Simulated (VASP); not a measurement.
# PbO2 (Fm-3m) in VASP: single point with PBE

Aim: the single point of PbO2 with PBE.

Everything below comes from runs of VASP 6.6.1. Logs are shortened: lines on timing, memory, paths and dates and some standing lists are left out, and cuts for length are marked.

### Step 1. The cell of the first run

The structure is cubic, space group Fm-3m (No. 225). The conventional cell has a = 5.316 Å, b = 5.316 Å, c = 5.316 Å, α = 90.00°, β = 90.00°, γ = 90.00°. Within 3.0 Å of Pb (site symmetry m-3m) lie 8 O at 2.30 Å. O (site symmetry -43m) has 4 Pb at 2.30 Å and 6 O at 2.66 Å within 3.0 Å.

### Step 2. Single point, PBE

INCAR reads:

```
PREC = Accurate
ENCUT = 520
EDIFF = 1E-6
ISMEAR = -1
SIGMA = 0.02
LREAL = False
LASPH = True
NELM = 60
ALGO = Normal
ISIF = 2
LWAVE = False
LCHARG = False
GGA = PE
NBANDS = 20
```

KPOINTS reads:

```
Automatic mesh
0
Gamma
  6 6 6
```

POSCAR reads:

```
PbO2
1.0
    0.0000000000      2.6581699692      2.6581699692
    2.6581699692      0.0000000000      2.6581699692
    2.6581699692      2.6581699692      0.0000000000
Pb O
1 2
Direct
    0.0000000000      0.0000000000      0.0000000000
    0.2500000000      0.2500000000      0.2500000000
    0.7500000000      0.7500000000      0.7500000000
```

Potentials or basis: VASP PAW PBE potentials, release 64 (Pb_d, O).

On the command line:

```bash
> cat potpaw_PBE.64/Pb_d/POTCAR potpaw_PBE.64/O/POTCAR > POTCAR
> mpirun -np 1 vasp_std > vasp.out
```

OUTCAR:

```text
PREC = Accurate
   ENCUT = 520
   EDIFF = 1E-6
   ISMEAR = -1
   LREAL = False
   LASPH = True
   NELM = 60
   ISIF = 2
   GGA = PE

 ion  position               nearest neighbor table
   1  0.000  0.000  0.000-   3 2.30   3 2.30   3 2.30   2 2.30   3 2.30   2 2.30   2 2.30   2 2.30

   2  0.250  0.250  0.250-   1 2.30   1 2.30   1 2.30   1 2.30
   3  0.750  0.750  0.750-   1 2.30   1 2.30   1 2.30   1 2.30

  LATTYP: Found a face centered cubic cell.
 ALAT       =     5.3163399384

  Lattice vectors:

 A1 = (   0.0000000000,   2.6581699692,   2.6581699692)
 A2 = (   2.6581699692,   0.0000000000,   2.6581699692)
 A3 = (   2.6581699692,   2.6581699692,   0.0000000000)

Analysis of symmetry for initial positions (statically):
=====================================================================
 Subroutine PRICEL returns:
 Original cell was already a primitive cell.

 Routine SETGRP: Setting up the symmetry group for a
 face centered cubic supercell.

 Subroutine GETGRP returns: Found 48 space group operations
 (whereof 48 operations were pure point group operations)
 out of a pool of 48 trial point group operations.

The static configuration has the point symmetry O_h .

Analysis of symmetry for dynamics (positions and initial velocities):
=====================================================================
 Subroutine PRICEL returns:
 Original cell was already a primitive cell.

 Routine SETGRP: Setting up the symmetry group for a
 face centered cubic supercell.

 Subroutine GETGRP returns: Found 48 space group operations
 (whereof 48 operations were pure point group operations)
 out of a pool of 48 trial point group operations.

The dynamic configuration has the point symmetry O_h .

 Subroutine INISYM returns: Found 48 space group operations
 (whereof 48 operations are pure point group operations),
 and found     1 'primitive' translations

----------------------------------------------------------------------------------------

                                     Primitive cell

  volume of cell :      37.5646

  direct lattice vectors                    reciprocal lattice vectors
     0.000000000  2.658169969  2.658169969    -0.188099334  0.188099334  0.188099334
[... 71 lines left out ...]
   ISTART =      0    job   : 0-new  1-cont  2-samecut
   ICHARG =      2    charge: 1-file 2-atom 10-const
   ISPIN  =      1    spin polarized calculation?
   LNONCOLLINEAR =      F non collinear calculations
   LSORBIT =      F    spin-orbit coupling
   LASPH  =      T    aspherical Exc in radial PAW
   ENCUT  =  520.0 eV  38.22 Ry    6.18 a.u.   6.99  6.99  6.99*2*pi/ulx,y,z
   NELM   =     60;   NELMIN=  2; NELMDL= -5     # of ELM steps
   EDIFF  = 0.1E-05   stopping-criterion for ELM
   LREAL  =      F    real-space projection
   EDIFFG = 0.1E-04   stopping-criterion for IOM
   NSW    =      0    number of steps for IOM
   IBRION =     -1    ionic relax: 0-MD 1-quasi-New 2-CG
   NFREE  =      0    steps in history (QN), initial steepest desc. (CG)
   ISIF   =      2    stress and relaxation
   ISYM   =      2    0-nonsym 1-usesym 2-fastsym
   POTIM  = 0.5000    time-step for ionic-motion
   TEBEG  =    0.0;   TEEND  =   0.0 temperature during run
   PSTRESS=    0.0 pullay stress
   NELECT =      26.0000    total number of electrons
   NUPDOWN=      -1.0000    fix difference up-down
   EMIN   =  10.00;   EMAX   =-10.00  energy-range for DOS
   EFERMI =   0.00;   METHOD = LEGACY
   ISMEAR =    -1;   SIGMA  =   0.02  broadening in eV -4-tet -1-fermi 0-gaus
   EFERMI_NEDOS =   21; number of points for ismear=-14 and -15
   IALGO  =     38    algorithm
   IMIX   =      4    mixing-type and parameters
     AMIX     =   0.40;   BMIX     =  1.00
     AMIX_MAG =   1.60;   BMIX_MAG =  1.00
  volume/ion in A,a.u.               =      12.52        84.50
  Fermi-wavevector in a.u.,A,eV,Ry     =   1.448127  2.736562 28.532379  2.097071
  Thomas-Fermi vector in A             =   2.566003
   LORBIT       =      0    0 simple, 1 ext, 2 COOP (PROOUT), +10 PAW based schemes
   GGA     = PE    functional components
   LHFCALC =     F    Hartree Fock is set to
   AEXX    =    0.0000 exact exchange contribution
   IVDW    =     0    specifies the selected vdW correction
   LEPSILON=     F    determine dielectric tensor
   LRPA    =     F    only Hartree local field effects (RPA)
 non-spin polarized calculation
  energy-cutoff  :      520.00
  volume of cell :       37.56
 maximum number of plane-waves:      1020
   NGX = 13   NGY = 13   NGZ = 13

 number of electron      26.0000018 magnetization

 Free energy of the ion-electron system (eV)
  ---------------------------------------------------
  ext. energy  EPLUGINS =         0.00000000
  ---------------------------------------------------
  free energy    TOTEN  =       -15.56143083 eV

  energy without entropy =      -15.56079252  energy(sigma->0) =      -15.56111167

 E-fermi :   6.3201     XC(G=0): -11.4117

 val. band max:        6.2721565259   @ k =  -0.3333   0.5000   0.1667
 cond. band min:       6.7807640015   @ k =   0.1667   0.1667   0.0000
 fundamental gap:      0.5086074757
 Fermi energy:         6.3201279375

 k-point     1 :       0.0000    0.0000    0.0000
  band No.  band energies     occupation
      1     -12.6289      2.00000
      2      -9.5037      2.00000
      3      -9.4886      2.00000
      4      -9.4886      2.00000
      5      -9.4886      2.00000
      6      -9.2001      2.00000
[... 357 lines left out ...]
     19      23.1114      0.00000
     20      23.2963      0.00000

------------------------ aborting loop because EDIFF is reached ----------------------------------------

  FORCE on cell =-STRESS in cart. coord.  units (eV):
  Direction    XX          YY          ZZ          XY          YZ          ZX
  --------------------------------------------------------------------------------------
  -------------------------------------------------------------------------------------
  Total        1.8151564      1.8151564      1.8151564      0.0000000     -0.0000000      0.0000000
  in kB       77.4187933     77.4187933     77.4187933      0.0000000     -0.0000000      0.0000000
  external PRESSURE =      77.4187933 kB  Pullay stress =       0.0000000 kB

 VOLUME and BASIS-vectors are now :
 -----------------------------------------------------------------------------
  energy-cutoff  :      520.00
  volume of cell :       37.56
      direct lattice vectors                 reciprocal lattice vectors
     0.000000000  2.658169969  2.658169969    -0.188099334  0.188099334  0.188099334
     2.658169969  0.000000000  2.658169969     0.188099334 -0.188099334  0.188099334
     2.658169969  2.658169969  0.000000000     0.188099334  0.188099334 -0.188099334

 POSITION                                       TOTAL-FORCE (eV/Angst)
 -----------------------------------------------------------------------------------
      0.00000      0.00000      0.00000        -0.000000     -0.000000     -0.000000
      1.32908      1.32908      1.32908         0.000000      0.000000      0.000000
      3.98725      3.98725      3.98725        -0.000000     -0.000000     -0.000000
 -----------------------------------------------------------------------------------
    total drift:                                0.000000     -0.000000      0.000000

  FREE ENERGIE OF THE ION-ELECTRON SYSTEM (eV)
  ---------------------------------------------------
  free  energy   TOTEN  =       -15.5614308260 eV

  energy  without entropy=      -15.5607925184  energy(sigma->0) =      -15.56111167
```

OSZICAR:

```text
N       E                     dE             d eps       ncg     rms          rms(c)
DAV:   1     0.260607748914E+03    0.26061E+03   -0.13754E+04   672   0.160E+03
DAV:   2     0.541706492695E+01   -0.25519E+03   -0.24125E+03   676   0.427E+02
DAV:   3    -0.177383904741E+02   -0.23155E+02   -0.22822E+02   724   0.132E+02
DAV:   4    -0.183784584898E+02   -0.64007E+00   -0.63930E+00   736   0.219E+01
DAV:   5    -0.183971842753E+02   -0.18726E-01   -0.18723E-01   868   0.406E+00    0.977E+00
DAV:   6    -0.155706753845E+02    0.28265E+01   -0.11257E+01   952   0.430E+01    0.289E+00
DAV:   7    -0.155706517581E+02    0.23626E-04   -0.54773E-01   704   0.758E+00    0.172E+00
DAV:   8    -0.155700025270E+02    0.64923E-03   -0.14697E-01   712   0.397E+00    0.780E-01
DAV:   9    -0.155606818478E+02    0.93207E-02   -0.26330E-02   916   0.207E+00    0.137E-01
DAV:  10    -0.155614580412E+02   -0.77619E-03   -0.44446E-03   684   0.457E-01    0.790E-02
DAV:  11    -0.155614336246E+02    0.24417E-04   -0.14914E-04   736   0.964E-02    0.336E-02
DAV:  12    -0.155614313405E+02    0.22840E-05   -0.34308E-05   704   0.452E-02    0.117E-02
DAV:  13    -0.155614308260E+02    0.51453E-06   -0.78763E-06   720   0.210E-02
   1 F= -.15561431E+02 E0= -.15561112E+02  d E =-.638308E-03
```

Run time: 22 s. Hardware: 1 thread of Intel Xeon 8259CL, shared host; peak memory 0.16 GiB.

Results:

```
Free energy            : -15.5614 eV
Pressure               : 7.7 GPa
Band gap on the k mesh : zero (band 13 reaches 6.27 eV, above the bottom of band 14 at 4.98 eV)
```

Caveat: spin-orbit coupling is left out, which moves the levels of the heavy elements.
